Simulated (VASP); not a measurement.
# Nb (Im-3m) in VASP: notebook, part 2 of 2

VASP 6.6.1. Earlier steps stand in the parts before.

### Step 5. Relaxation of cell and atoms, LDA, target pressure 10 GPa, at which the enthalpy is minimised

This run uses another cell than the first one, of 18.43 Å³/atom, 1.076 times its volume.

INCAR

```
SYSTEM = Nb
ALGO = Normal
EDIFF = 1E-6
EDIFFG = -0.02
ENCUT = 600
IBRION = 2
ISIF = 3
ISMEAR = 1
LASPH = .TRUE.
LCHARG = .FALSE.
LREAL = .FALSE.
LWAVE = .FALSE.
NELM = 60
NSW = 80
PREC = Accurate
PSTRESS = 100.0
SIGMA = 0.05
```

KPOINTS

```
k-points
0
G
  18 18 18
  0 0 0
```

POSCAR

```
Nb
1.0
   -1.6639500000      1.6639500000      1.6639500000
    1.6639500000     -1.6639500000      1.6639500000
    1.6639500000      1.6639500000     -1.6639500000
Nb
1
Direct
    0.0000000000      0.0000000000      0.0000000000
```

Potentials or basis: VASP PAW LDA potentials, release 64 (Nb_sv).

Command:

```bash
> cat potpaw_LDA.64/Nb_sv/POTCAR > POTCAR
> mpirun -np 1 vasp_std > vasp.out
```

OUTCAR:

```text
SYSTEM = Nb
   EDIFF = 1E-6
   EDIFFG = -0.02
   ENCUT = 600
   IBRION = 2
   ISIF = 3
   ISMEAR = 1
   LASPH = .TRUE.
   LREAL = .FALSE.
   NELM = 60
   NSW = 80
   PREC = Accurate
   PSTRESS = 100.0

 ion  position               nearest neighbor table
   1  0.000  0.000  0.000-

  LATTYP: Found a body centered cubic cell.
 ALAT       =     3.3279000000

  Lattice vectors:

 A1 = (  -1.6639500000,   1.6639500000,   1.6639500000)
 A2 = (   1.6639500000,  -1.6639500000,   1.6639500000)
 A3 = (   1.6639500000,   1.6639500000,  -1.6639500000)

Analysis of symmetry for initial positions (statically):
=====================================================================
 Subroutine PRICEL returns:
 Original cell was already a primitive cell.

 Routine SETGRP: Setting up the symmetry group for a
 body centered cubic supercell.

 Subroutine GETGRP returns: Found 48 space group operations
 (whereof 48 operations were pure point group operations)
 out of a pool of 48 trial point group operations.

The static configuration has the point symmetry O_h .

Analysis of symmetry for dynamics (positions and initial velocities):
=====================================================================
 Subroutine PRICEL returns:
 Original cell was already a primitive cell.

 Routine SETGRP: Setting up the symmetry group for a
 body centered cubic supercell.

 Subroutine GETGRP returns: Found 48 space group operations
 (whereof 48 operations were pure point group operations)
 out of a pool of 48 trial point group operations.

The dynamic configuration has the point symmetry O_h .

 Subroutine INISYM returns: Found 48 space group operations
 (whereof 48 operations are pure point group operations),
 and found     1 'primitive' translations

----------------------------------------------------------------------------------------

                                     Primitive cell

  volume of cell :      18.4281

  direct lattice vectors                    reciprocal lattice vectors
    -1.663950000  1.663950000  1.663950000     0.000000000  0.300489798  0.300489798
     1.663950000 -1.663950000  1.663950000     0.300489798  0.000000000  0.300489798
     1.663950000  1.663950000 -1.663950000     0.300489798  0.300489798  0.000000000

  length of vectors
     2.882045941  2.882045941  2.882045941     0.424956748  0.424956748  0.424956748

  position of ions in fractional coordinates (direct lattice)
     0.000000000  0.000000000  0.000000000

  ion indices of the primitive-cell ions
   primitive index   ion index
                 1           1

----------------------------------------------------------------------------------------

 KPOINTS: k-points

Automatic generation of k-mesh.
 Grid dimensions read from file:
 generate k-points for:   18   18   18

 Generating k-lattice:

  Cartesian coordinates                     Fractional coordinates (reciprocal lattice)
[... 43 lines left out ...]
   number of dos      NEDOS =    301   number of ions     NIONS =      1
   total plane-waves  NPLWV =  13824
   dimension x,y,z NGX =    24 NGY =   24 NGZ =   24
   dimension x,y,z NGXF=    48 NGYF=   48 NGZF=   48
   ions per type =               1
   NGX,Y,Z   is equivalent  to a cutoff of  13.84, 13.84, 13.84 a.u.
   NGXF,Y,Z  is equivalent  to a cutoff of  27.69, 27.69, 27.69 a.u.
 SYSTEM =  Nb
   PREC   = accura    normal or accurate (medium, high low for compatibility)
   ISTART =      0    job   : 0-new  1-cont  2-samecut
   ICHARG =      2    charge: 1-file 2-atom 10-const
   ISPIN  =      1    spin polarized calculation?
   LNONCOLLINEAR =      F non collinear calculations
   LSORBIT =      F    spin-orbit coupling
   LASPH  =      T    aspherical Exc in radial PAW
   ENCUT  =  600.0 eV  44.10 Ry    6.64 a.u.   5.76  5.76  5.76*2*pi/ulx,y,z
   NELM   =     60;   NELMIN=  2; NELMDL= -5     # of ELM steps
   EDIFF  = 0.1E-05   stopping-criterion for ELM
   LREAL  =      F    real-space projection
   EDIFFG = -.2E-01   stopping-criterion for IOM
   NSW    =     80    number of steps for IOM
   IBRION =      2    ionic relax: 0-MD 1-quasi-New 2-CG
   NFREE  =      1    steps in history (QN), initial steepest desc. (CG)
   ISIF   =      3    stress and relaxation
   ISYM   =      2    0-nonsym 1-usesym 2-fastsym
   POTIM  = 0.5000    time-step for ionic-motion
   TEBEG  =    0.0;   TEEND  =   0.0 temperature during run
   PSTRESS=  100.0 pullay stress
   NELECT =      13.0000    total number of electrons
   NUPDOWN=      -1.0000    fix difference up-down
   EMIN   =  10.00;   EMAX   =-10.00  energy-range for DOS
   EFERMI =   0.00;   METHOD = LEGACY
   ISMEAR =     1;   SIGMA  =   0.05  broadening in eV -4-tet -1-fermi 0-gaus
   EFERMI_NEDOS =   21; number of points for ismear=-14 and -15
   IALGO  =     38    algorithm
   IMIX   =      4    mixing-type and parameters
     AMIX     =   0.40;   BMIX     =  1.00
     AMIX_MAG =   1.60;   BMIX_MAG =  1.00
  volume/ion in A,a.u.               =      18.43       124.36
  Fermi-wavevector in a.u.,A,eV,Ry     =   1.457345  2.753983 28.896790  2.123854
  Thomas-Fermi vector in A             =   2.574157
   LORBIT       =      0    0 simple, 1 ext, 2 COOP (PROOUT), +10 PAW based schemes
   GGA     = CA    functional components
   LHFCALC =     F    Hartree Fock is set to
   AEXX    =    0.0000 exact exchange contribution
   IVDW    =     0    specifies the selected vdW correction
   LEPSILON=     F    determine dielectric tensor
   LRPA    =     F    only Hartree local field effects (RPA)
 conjugate gradient relaxation of ions
 non-spin polarized calculation
 Methfessel and Paxton  Order N= 1 SIGMA  =   0.05
  energy-cutoff  :      600.00
  volume of cell :       18.43
 maximum number of plane-waves:       632
   NGX = 11   NGY = 11   NGZ = 11

--------------------------------------- Ionic step        1  -------------------------------------------

 number of electron      12.9999999 magnetization

 Free energy of the ion-electron system (eV)
  ---------------------------------------------------
  ext. energy  EPLUGINS =         0.00000000
  ---------------------------------------------------
  free energy    TOTEN  =       -11.20267502 eV

  energy without entropy =      -11.20282201  energy(sigma->0) =      -11.20272402

------------------------ aborting loop because EDIFF is reached ----------------------------------------

  FORCE on cell =-STRESS in cart. coord.  units (eV):
  Direction    XX          YY          ZZ          XY          YZ          ZX
  --------------------------------------------------------------------------------------
  -------------------------------------------------------------------------------------
  Total       -1.4223397     -1.4223397     -1.4223397     -0.0000000      0.0000000     -0.0000000
  in kB     -123.6610992   -123.6610992   -123.6610992     -0.0000000      0.0000000     -0.0000000
  external PRESSURE =    -223.6610992 kB  Pullay stress =     100.0000000 kB
[... 135 lines left out ...]
--------------------------------------- Ionic step        5  -------------------------------------------

 number of electron      12.9999999 magnetization

 Free energy of the ion-electron system (eV)
  ---------------------------------------------------
  ext. energy  EPLUGINS =         0.00000000
  ---------------------------------------------------
  free energy    TOTEN  =       -11.23023156 eV

  energy without entropy =      -11.22992382  energy(sigma->0) =      -11.23012898

 E-fermi :  12.4814     XC(G=0): -13.2400

 val. band max:       12.4757182109   @ k =   0.1667   0.0000   0.0000
 cond. band min:      12.4838502103   @ k =  -0.3333   0.3889   0.1667
 fundamental gap:      0.0081319993
 Fermi energy:        12.4814334341

 k-point     1 :       0.0000    0.0000    0.0000
  band No.  band energies     occupation
      1     -41.5089      2.00000
      2     -16.6976      2.00000
      3     -16.6976      2.00000
      4     -16.6976      2.00000
      5       6.3894      2.00000
      6      12.7625     -0.00000
      7      12.7625     -0.00000
      8      12.7625     -0.00000
      9      16.0139      0.00000
     10      16.0139      0.00000
[... 287 lines left out ...]
 k-point    24 :       0.3889    0.1111    0.0000
  band No.  band energies     occupation
      1     -41.1346      2.00000
      2     -18.4537      2.00000
      3     -17.3354      2.00000
      4     -16.8017      2.00000
      5       8.7458      2.00000
      6      10.6290      2.00000
      7      13.9394      0.00000
      8      15.9442      0.00000
      9      17.2247      0.00000
     10      20.1125      0.00000

 [... further k-points ...]

------------------------ aborting loop because EDIFF is reached ----------------------------------------

  FORCE on cell =-STRESS in cart. coord.  units (eV):
  Direction    XX          YY          ZZ          XY          YZ          ZX
  --------------------------------------------------------------------------------------
  -------------------------------------------------------------------------------------
  Total        1.0183183      1.0183183      1.0183183      0.0000000     -0.0000000     -0.0000000
  in kB      100.1732742    100.1732742    100.1732742      0.0000000     -0.0000000     -0.0000000
  external PRESSURE =       0.1732742 kB  Pullay stress =     100.0000000 kB
[... 20 lines left out ...]
  energy  without entropy=      -11.2299238208  energy(sigma->0) =      -11.23012898

  enthalpy is  TOTEN    =       -10.2136746908 eV   P V=        1.0165568716

 reached required accuracy - stopping structural energy minimisation
```

OSZICAR:

```text
N       E                     dE             d eps       ncg     rms          rms(c)
DAV:   1     0.133866644098E+03    0.13387E+03   -0.80049E+03  3924   0.145E+03
DAV:   2    -0.467269223755E+01   -0.13854E+03   -0.13525E+03  4294   0.499E+02
DAV:   3    -0.113359908994E+02   -0.66633E+01   -0.62762E+01  6082   0.947E+01
[... 45 lines left out ...]
DAV:   2    -0.112303564234E+02    0.19300E-02   -0.45966E-03  5986   0.107E+00    0.105E-01
DAV:   3    -0.112301463435E+02    0.21008E-03   -0.15282E-03  6028   0.484E-01    0.640E-02
DAV:   4    -0.112301929459E+02   -0.46602E-04   -0.56846E-05  4976   0.822E-02    0.344E-02
DAV:   5    -0.112302321208E+02   -0.39175E-04   -0.12517E-04  6912   0.902E-02    0.134E-02
DAV:   6    -0.112302315624E+02    0.55834E-06   -0.21391E-06  3280   0.213E-02
   5 F= -.10213675E+02 E0= -.10213572E+02  d E =-.161191E+00
```

CONTCAR:

```text
Nb
   1.00000000000000
    -1.5968376255901628    1.5968376255901628    1.5968376255901628
     1.5968376255901628   -1.5968376255901628    1.5968376255901628
     1.5968376255901628    1.5968376255901628   -1.5968376255901628
  Nb
     1
Direct
     0.0000000000000000    0.0000000000000000    0.0000000000000000

  0.00000000E+00  0.00000000E+00  0.00000000E+00
```

It used 70 s of CPU time on 1 thread of Intel Xeon 6975P-C (shared host).

What came out:

| Quantity | Value |
| --- | --- |
| Free energy | -11.2302 eV |
| Relaxed volume | 16.29 Å³/atom |
| Relaxed cell | a = 2.766 Å, b = 2.766 Å, c = 2.766 Å, α = 109.47°, β = 109.47°, γ = 109.47° |
| Space group after relaxing (to 0.05 Å) | Im-3m (No. 229) |
| Energy change on relaxing (the enthalpy is what falls) | -27.6 meV/atom |
| Ionic steps | 5 |
| Pressure after relaxing | 10.0 GPa |

Step by step:
```csv
step,energy change (eV),largest force (eV/Å),pressure (GPa),volume (Å³)
1,0.0000,0.0000,-12.37,18.43
2,1.2237,0.0000,113.02,12.38
3,-0.0383,0.0000,7.60,16.48
4,-0.0313,0.0000,9.24,16.35
5,-0.0276,0.0000,10.02,16.29
```

Final structure:
```yaml
crystal:
  lattice:
    - [-1.59684, 1.59684, 1.59684]
    - [1.59684, -1.59684, 1.59684]
    - [1.59684, 1.59684, -1.59684]
  atoms:
    - { symbol: Nb, position: [0.00000, 0.00000, 0.00000] }
```

Caveat: the cell is relaxed towards a set pressure, so the enthalpy falls and the energy may rise.

### Step 6. Relaxation of cell and atoms, LDA, target pressure 20 GPa, at which the enthalpy is minimised

This run uses another cell than the first one, of 18.43 Å³/atom, 1.076 times its volume.

INCAR

```
SYSTEM = Nb
PREC     = Accurate       ! precision mode
ENCUT    = 600            ! plane-wave cutoff, eV
EDIFF    = 1E-6           ! SCF threshold, eV
ISMEAR   = 1              ! smearing method
SIGMA    = 0.05           ! smearing width, eV
LREAL    = .False.        ! projectors in reciprocal space
LASPH    = .True.         ! aspherical terms in the spheres
NELM     = 80             ! most SCF steps
ALGO     = Normal         ! electronic algorithm
ISIF     = 3              ! what is computed and relaxed
LWAVE    = .False.        ! write WAVECAR
LCHARG   = .False.        ! write CHGCAR
IBRION   = 2              ! ionic algorithm
NSW      = 80             ! ionic steps
EDIFFG   = -0.02          ! ionic threshold
PSTRESS  = 200.0
```

KPOINTS

```
Automatic mesh
0
Gamma
  18 18 18
  0 0 0
```

POSCAR is that of step 5.

Potentials or basis: VASP PAW LDA potentials, release 64 (Nb_sv).

Command:

```bash
> cat potpaw_LDA.64/Nb_sv/POTCAR > POTCAR
> mpirun -np 1 vasp_std > vasp.out
```

It used 73 s of CPU time on 1 thread of Intel Xeon 6975P-C (shared host).

Results (log left out):

| Quantity | Value |
| --- | --- |
| Free energy | -11.1696 eV |
| Relaxed volume | 15.63 Å³/atom |
| Relaxed cell | a = 2.728 Å, b = 2.728 Å, c = 2.728 Å, α = 109.47°, β = 109.47°, γ = 109.47° |
| Space group after relaxing (to 0.05 Å) | Im-3m (No. 229) |
| Energy change on relaxing (the enthalpy is what falls) | +33.0 meV/atom |
| Ionic steps | 5 |
| Pressure after relaxing | 19.9 GPa |

The path:
```tsv
step	energy change (eV)	largest force (eV/Å)	pressure (GPa)	volume (Å³)
1	0.0000	0.0000	-12.37	18.43
2	3.6707	0.0000	259.87	10.18
3	-0.0133	0.0000	12.78	16.09
4	0.0159	0.0000	17.59	15.78
5	0.0330	0.0000	19.94	15.63
```

Final structure:
```yaml
crystal:
  lattice:
    - [-1.57511, 1.57511, 1.57511]
    - [1.57511, -1.57511, 1.57511]
    - [1.57511, 1.57511, -1.57511]
  atoms:
    - { symbol: Nb, position: [0.00000, 0.00000, 0.00000] }
```

Levels at points of the mesh, in eV from the Fermi level:
```
           k point  band 2  band 3  band 4  band 5  band 6  band 7  band 8  band 9  band 10
(0.00, 0.00, 0.00)  -29.03  -29.03  -29.03   -6.13    0.26    0.26    0.26    3.66     3.66
(0.50, 0.00, 0.00)  -31.14  -29.68  -29.06   -4.38   -2.17    3.16    3.81    4.61     7.63
(0.50, 0.50, 0.50)  -30.44  -30.44  -30.44   -4.66   -4.66    6.64    6.64    6.64    10.38
```

Caveat: the cell is relaxed towards a set pressure, so the enthalpy falls and the energy may rise; the volume moved by over 15 % at a fixed basis, so the end points are rough.

### Step 7. Summary

```tsv
task	cell	cutoff (eV)	gap on the mesh (eV)	pressure (GPa)
single point	a = 2.813 Å, angles 109.5°, 1 atom	520	none	-0.2
relaxation of cell and atoms	relaxed from a = 2.882 Å, angles 109.5°, 1 atom	600	none	-0.1
relaxation of cell and atoms	relaxed to 5 GPa from a = 2.882 Å, angles 109.5°, 1 atom	600	none	5.2
relaxation of cell and atoms	relaxed to 10 GPa from a = 2.882 Å, angles 109.5°, 1 atom	600	none	10.0
relaxation of cell and atoms	relaxed to 20 GPa from a = 2.882 Å, angles 109.5°, 1 atom	600	none	19.9
```

Alike in all rows: level LDA; potentials or basis VASP PAW LDA potentials, release 64 (Nb_sv); no spin polarisation; k mesh 18 × 18 × 18; smearing methfessel-paxton 0.05 eV.

Caveats: the cell is relaxed towards a set pressure, so the enthalpy falls and the energy may rise (some runs); the volume moved by over 15 % at a fixed basis, so the end points are rough (some runs).

Total energies depend on the potentials used, so only differences within one code and one set of settings carry meaning.
